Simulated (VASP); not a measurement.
# LiNbO3: single point with PBE

Crystal: LiNbO3.

```
Li Nb O
1.0
     2.61156    1.50778    4.59827
    -2.61156    1.50778    4.59827
     0.00000   -3.01557    4.59827
Li Nb O
2 2 6
Direct
  0.23586 0.23586 0.23586
  0.73586 0.73586 0.73586
  0.99596 0.99596 0.99596
  0.49596 0.49596 0.49596
  0.14017 0.37942 0.76002
  0.76002 0.14017 0.37942
  0.37942 0.76002 0.14017
  0.87942 0.64017 0.26002
  0.26002 0.87942 0.64017
  0.64017 0.26002 0.87942
```

This cell differs from its parent crystal: mode 1 (-212.2 1/cm) frozen in, largest displacement +0.195 Å.

* Program: VASP 6.6.1
* Task: single point
* Functional: PBE
* Potentials or basis: VASP PAW PBE potentials, release 64 (Li_sv, Nb_sv, O)
* Cutoff: 520 eV
* k mesh: 6 × 6 × 6
* Occupations: gaussian, width 0.05 eV
* Spin: no spin polarisation

```
Largest force          : 0.312 eV/Å
Band gap on the k mesh : 3.20 eV, indirect (least direct gap 3.23 eV)
```

Forces in eV/Å, atoms in the order of the input:
```
Li   0.000  0.000 -0.178
Li   0.000  0.000 -0.178
Nb   0.000  0.000 -0.015
Nb   0.000  0.000 -0.015
O   -0.144 -0.269  0.064
O    0.305  0.010  0.064
O   -0.161  0.259  0.064
O    0.144 -0.269  0.064
O    0.161  0.259  0.064
O   -0.305  0.010  0.064
```

Levels at points of the mesh, in eV from the valence-band top:
```csv
k point,band 30,band 31,band 32,band 33,band 34,band 35,band 36,band 37,band 38,band 39
"(0.00, 0.00, 0.00)",-0.46,-0.46,-0.33,-0.03,-0.03,3.20,3.20,3.52,5.05,5.05
"(0.50, 0.00, 0.00)",-0.40,-0.31,-0.31,-0.18,-0.18,4.06,4.06,4.58,4.58,4.75
"(0.50, 0.50, 0.00)",-0.92,-0.78,-0.62,-0.53,-0.21,3.25,4.00,4.39,4.59,5.23
"(0.50, 0.50, 0.50)",-0.54,-0.29,-0.29,-0.29,-0.29,4.44,4.44,4.73,4.73,4.73
```

It took 2.6 min on 1 thread of Intel(R) Xeon(R) Platinum 8488C (Sapphire Rapids), with other jobs on the host, peak memory 0.32 GiB.

Caveat: the cell differs from its parent crystal (mode 1 (-212.2 1/cm) frozen in, largest displacement +0.195 Å). A k mesh can miss the band edges.
